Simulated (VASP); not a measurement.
# KBr (Fm-3m) in VASP: notebook, part 3 of 3

VASP 6.6.1. The steps go on from the part before.

## Step 5: Electric field gradients, PBE (volume scaled by 1.03)

The input, INCAR:

```
ALGO = Normal ; EDIFF = 1E-8
ENCUT = 520 ; GGA = PE
ISIF = 2 ; ISMEAR = -1
LASPH = True ; LCHARG = False
LEFG = True ; LREAL = False
LWAVE = False ; NBANDS = 15
NELM = 60 ; PREC = Accurate
SIGMA = 0.01
```

The input, KPOINTS:

```
k-points
0
Gamma
  6 6 6
```

The input, POSCAR:

```
KBr
1.0
    0.0000000000      3.3251011301      3.3251011301
    3.3251011301      0.0000000000      3.3251011301
    3.3251011301      3.3251011301      0.0000000000
K Br
1 1
Direct
    0.0000000000      0.0000000000      0.0000000000
    0.5000000000      0.5000000000      0.5000000000
```

Potentials or basis: VASP PAW PBE potentials, release 64 (K_sv, Br).

Started as:

```sh
$ cat potpaw_PBE.64/K_sv/POTCAR potpaw_PBE.64/Br/POTCAR > POTCAR
$ mpirun -np 1 vasp_std > vasp.out
```

OUTCAR:

```text
EDIFF = 1E-8
   ENCUT = 520
   GGA = PE
   ISIF = 2
   ISMEAR = -1
   LASPH = True
   LREAL = False
   NELM = 60
   PREC = Accurate

 ion  position               nearest neighbor table
   1  0.000  0.000  0.000-
   2  0.500  0.500  0.500-

  LATTYP: Found a face centered cubic cell.
 ALAT       =     6.6502022602

  Lattice vectors:

 A1 = (   0.0000000000,   3.3251011301,   3.3251011301)
 A2 = (   3.3251011301,   0.0000000000,   3.3251011301)
 A3 = (   3.3251011301,   3.3251011301,   0.0000000000)

Analysis of symmetry for initial positions (statically):
=====================================================================
 Subroutine PRICEL returns:
 Original cell was already a primitive cell.

 Routine SETGRP: Setting up the symmetry group for a
 face centered cubic supercell.

 Subroutine GETGRP returns: Found 48 space group operations
[... 462 lines left out ...]
  energy-cutoff  :      520.00
  volume of cell :       73.53
      direct lattice vectors                 reciprocal lattice vectors
     0.000000000  3.325101130  3.325101130    -0.150371366  0.150371366  0.150371366
     3.325101130  0.000000000  3.325101130     0.150371366 -0.150371366  0.150371366
     3.325101130  3.325101130  0.000000000     0.150371366  0.150371366 -0.150371366

 POSITION                                       TOTAL-FORCE (eV/Angst)
 -----------------------------------------------------------------------------------
      0.00000      0.00000      0.00000        -0.000000     -0.000000     -0.000000
      3.32510      3.32510      3.32510         0.000000      0.000000      0.000000
 -----------------------------------------------------------------------------------
    total drift:                                0.000000      0.000000      0.000000

  FREE ENERGIE OF THE ION-ELECTRON SYSTEM (eV)
  ---------------------------------------------------
  free  energy   TOTEN  =        -6.2210854062 eV

  energy  without entropy=       -6.2210854062  energy(sigma->0) =       -6.22108541

 Electric field gradients (V/A^2)
---------------------------------------------------------------------
 ion       V_xx      V_yy      V_zz      V_xy      V_xz      V_yz
---------------------------------------------------------------------
   1      -0.000     0.000     0.000     0.000     0.000     0.000
   2       0.000    -0.000    -0.000     0.001     0.001     0.001
---------------------------------------------------------------------

 Electric field gradients after diagonalization (V/A^2)
 (convention: |V_zz| > |V_xx| > |V_yy|)
----------------------------------------------------------------------
 ion       V_xx      V_yy      V_zz     asymmetry (V_yy - V_xx)/ V_zz
----------------------------------------------------------------------
   1      -0.000    -0.000     0.001       0.000
   2      -0.001    -0.001     0.001       0.000
----------------------------------------------------------------------

           NMR quadrupolar parameters

 Cq : quadrupolar parameter    Cq=e*Q*V_zz/h
 eta: asymmetry parameters     (V_yy - V_xx)/ V_zz
 Q  : nuclear electric quadrupole moment in mb (millibarn)
----------------------------------------------------------------------
 ion       Cq(MHz)       eta       Q (mb)
----------------------------------------------------------------------
   1       0.000       0.000       1.000
   2       0.000       0.000       1.000
----------------------------------------------------------------------
```

OSZICAR:

```text
N       E                     dE             d eps       ncg     rms          rms(c)
DAV:   1     0.100447330259E+03    0.10045E+03   -0.68388E+03   480   0.945E+02
DAV:   2    -0.141408613262E+00   -0.10059E+03   -0.93484E+02   620   0.226E+02
DAV:   3    -0.615953624365E+01   -0.60181E+01   -0.59913E+01   662   0.498E+01
DAV:   4    -0.639715831051E+01   -0.23762E+00   -0.23759E+00   716   0.836E+00
DAV:   5    -0.639906465563E+01   -0.19063E-02   -0.19063E-02   676   0.873E-01    0.299E+00
DAV:   6    -0.622251267224E+01    0.17655E+00   -0.22489E-01   599   0.224E+00    0.218E+00
DAV:   7    -0.621062928855E+01    0.11883E-01   -0.10974E-01   655   0.176E+00    0.100E+00
DAV:   8    -0.621994318692E+01   -0.93139E-02   -0.12598E-02   541   0.797E-01    0.114E-01
DAV:   9    -0.622077273529E+01   -0.82955E-03   -0.85796E-04   641   0.179E-01    0.790E-02
DAV:  10    -0.622106759591E+01   -0.29486E-03   -0.29883E-04   494   0.100E-01    0.116E-02
DAV:  11    -0.622108320664E+01   -0.15611E-04   -0.25993E-05   659   0.287E-02    0.551E-03
DAV:  12    -0.622108516943E+01   -0.19628E-05   -0.44338E-06   494   0.140E-02    0.174E-03
DAV:  13    -0.622108528898E+01   -0.11955E-06   -0.13449E-07   700   0.196E-03    0.562E-04
DAV:  14    -0.622108541410E+01   -0.12512E-06   -0.52377E-08   550   0.128E-03    0.398E-04
DAV:  15    -0.622108540615E+01    0.79449E-08   -0.28890E-09   450   0.313E-04
   1 F= -.62210854E+01 E0= -.62210854E+01  d E =-.227167E-15
```

stdout:

```text
POSCAR found type information on POSCAR K Br
 POSCAR found :  2 types and       2 ions
 scaLAPACK will be used
 LDA part: xc-table for (Slater+PW92), standard interpolation
 POSCAR, INCAR and KPOINTS ok, starting setup
 FFT: planning ... GRIDC
 FFT: planning ... GRID_SOFT
 FFT: planning ... GRID
 WAVECAR not read
 entering main loop
ion   1

ion   2
```

Wall time 38 s (1 thread of Intel Xeon 8259CL, shared host); peak memory 0.21 GiB.

Results:

```
Free energy            : -6.2211 eV
Pressure               : 0.4 GPa
Band gap on the k mesh : 4.37 eV, direct
```

Caveat: without QUAD_EFG the Cq values of the log hold for a quadrupole moment of 1 mb, not for the nuclei.

## Step 6: Electric field gradients, PBE (volume scaled by 1.06)

The input, INCAR:

```
  PREC = Accurate
  ENCUT = 520
  EDIFF = 1E-8
  ISMEAR = -1
  SIGMA = 0.01
  LREAL = F
  LASPH = T
  NELM = 100
  ALGO = Normal
  ISIF = 2
  LWAVE = F
  LCHARG = F
  GGA = PE
  LEFG = T
  NBANDS = 15
```

The input, KPOINTS:

```
regular mesh
0
Gamma
  6 6 6
```

The input, POSCAR:

```
KBr
1.0
    0.0000000000      3.3570752178      3.3570752178
    3.3570752178      0.0000000000      3.3570752178
    3.3570752178      3.3570752178      0.0000000000
K Br
1 1
Direct
    0.0000000000      0.0000000000      0.0000000000
    0.5000000000      0.5000000000      0.5000000000
```

Potentials or basis: VASP PAW PBE potentials, release 64 (K_sv, Br).

Started as:

```sh
$ cat potpaw_PBE.64/K_sv/POTCAR potpaw_PBE.64/Br/POTCAR > POTCAR
$ mpirun -np 1 vasp_std > vasp.out
```

OUTCAR:

```text
PREC = Accurate
   ENCUT = 520
   EDIFF = 1E-8
   ISMEAR = -1
   LREAL = F
   LASPH = T
   NELM = 100
   ISIF = 2
   GGA = PE

 ion  position               nearest neighbor table
   1  0.000  0.000  0.000-
   2  0.500  0.500  0.500-

  LATTYP: Found a face centered cubic cell.
 ALAT       =     6.7141504356

  Lattice vectors:

 A1 = (   0.0000000000,   3.3570752178,   3.3570752178)
 A2 = (   3.3570752178,   0.0000000000,   3.3570752178)
 A3 = (   3.3570752178,   3.3570752178,   0.0000000000)

Analysis of symmetry for initial positions (statically):
=====================================================================
 Subroutine PRICEL returns:
 Original cell was already a primitive cell.

 Routine SETGRP: Setting up the symmetry group for a
 face centered cubic supercell.

 Subroutine GETGRP returns: Found 48 space group operations
 (whereof 48 operations were pure point group operations)
 out of a pool of 48 trial point group operations.

The static configuration has the point symmetry O_h .

Analysis of symmetry for dynamics (positions and initial velocities):
=====================================================================
 Subroutine PRICEL returns:
 Original cell was already a primitive cell.

 Routine SETGRP: Setting up the symmetry group for a
 face centered cubic supercell.

 Subroutine GETGRP returns: Found 48 space group operations
 (whereof 48 operations were pure point group operations)
 out of a pool of 48 trial point group operations.

[... 418 lines left out ...]
      2     -14.1541      2.00000
      3     -13.3661      2.00000
      4     -13.3443      2.00000
      5     -13.2432      2.00000
      6      -2.5959      2.00000
      7      -2.3696      2.00000
      8      -2.3534      2.00000
      9       4.6562      0.00000
     10       5.7756      0.00000
     11       6.2225      0.00000
     12       7.1037      0.00000
     13       7.9131      0.00000
     14       8.6812      0.00000
     15       9.1254      0.00000

------------------------ aborting loop because EDIFF is reached ----------------------------------------

  FORCE on cell =-STRESS in cart. coord.  units (eV):
  Direction    XX          YY          ZZ          XY          YZ          ZX
  --------------------------------------------------------------------------------------
  -------------------------------------------------------------------------------------
  Total       -0.0116918     -0.0116918     -0.0116918     -0.0000000      0.0000000      0.0000000
  in kB       -0.2475597     -0.2475597     -0.2475597     -0.0000000      0.0000000      0.0000000
  external PRESSURE =      -0.2475597 kB  Pullay stress =       0.0000000 kB

 VOLUME and BASIS-vectors are now :
 -----------------------------------------------------------------------------
  energy-cutoff  :      520.00
  volume of cell :       75.67
      direct lattice vectors                 reciprocal lattice vectors
     0.000000000  3.357075218  3.357075218    -0.148939171  0.148939171  0.148939171
     3.357075218  0.000000000  3.357075218     0.148939171 -0.148939171  0.148939171
     3.357075218  3.357075218  0.000000000     0.148939171  0.148939171 -0.148939171

 POSITION                                       TOTAL-FORCE (eV/Angst)
 -----------------------------------------------------------------------------------
      0.00000      0.00000      0.00000         0.000000     -0.000000      0.000000
      3.35708      3.35708      3.35708        -0.000000      0.000000     -0.000000
 -----------------------------------------------------------------------------------
    total drift:                                0.000000      0.000000      0.000000

  FREE ENERGIE OF THE ION-ELECTRON SYSTEM (eV)
  ---------------------------------------------------
  free  energy   TOTEN  =        -6.2236313258 eV

  energy  without entropy=       -6.2236313258  energy(sigma->0) =       -6.22363133

 Electric field gradients (V/A^2)
---------------------------------------------------------------------
 ion       V_xx      V_yy      V_zz      V_xy      V_xz      V_yz
---------------------------------------------------------------------
   1       0.000     0.000    -0.000     0.000     0.000     0.000
   2      -0.000    -0.000     0.000     0.001     0.001     0.001
---------------------------------------------------------------------

 Electric field gradients after diagonalization (V/A^2)
 (convention: |V_zz| > |V_xx| > |V_yy|)
----------------------------------------------------------------------
 ion       V_xx      V_yy      V_zz     asymmetry (V_yy - V_xx)/ V_zz
----------------------------------------------------------------------
   1      -0.000    -0.000     0.001       0.000
   2      -0.001    -0.001     0.001       0.000
----------------------------------------------------------------------

           NMR quadrupolar parameters

 Cq : quadrupolar parameter    Cq=e*Q*V_zz/h
 eta: asymmetry parameters     (V_yy - V_xx)/ V_zz
 Q  : nuclear electric quadrupole moment in mb (millibarn)
----------------------------------------------------------------------
 ion       Cq(MHz)       eta       Q (mb)
----------------------------------------------------------------------
   1       0.000       0.000       1.000
   2       0.000       0.000       1.000
----------------------------------------------------------------------
```

stdout:

```text
POSCAR found type information on POSCAR K Br
 POSCAR found :  2 types and       2 ions
 scaLAPACK will be used
 LDA part: xc-table for (Slater+PW92), standard interpolation
 POSCAR, INCAR and KPOINTS ok, starting setup
 FFT: planning ... GRIDC
 FFT: planning ... GRID_SOFT
 FFT: planning ... GRID
 WAVECAR not read
 entering main loop
ion   1

ion   2
```

Wall time 43 s (1 thread of Intel Xeon 8259CL, shared host); peak memory 0.21 GiB.

Results:

```yaml
Free_energy: -6.2236 eV
Pressure: 0.0 GPa
Band_gap_on_the_k_mesh: 4.30 eV, direct
```

Caveat: without QUAD_EFG the Cq values of the log hold for a quadrupole moment of 1 mb, not for the nuclei.

## Step 7: Summary

| cell | gap on the mesh (eV) | pressure (GPa) |
| --- | --- | --- |
| a = 4.562 Å, angles 60.0°, 2 atoms | 4.62 | 2.1 |
| a = 4.609 Å, angles 60.0°, 2 atoms | 4.54 | 1.4 |
| a = 4.656 Å, angles 60.0°, 2 atoms | 4.45 | 0.9 |
| a = 4.702 Å, angles 60.0°, 2 atoms | 4.37 | 0.4 |
| a = 4.748 Å, angles 60.0°, 2 atoms | 4.30 | 0.0 |

Alike in all rows: task electric field gradients; level PBE; potentials or basis VASP PAW PBE potentials, release 64 (K_sv, Br); no spin polarisation; k mesh 6 × 6 × 6; cutoff (eV) 520; smearing fermi-dirac 0.01 eV.

Total energies depend on the potentials used, so only differences within one code and one set of settings carry meaning.
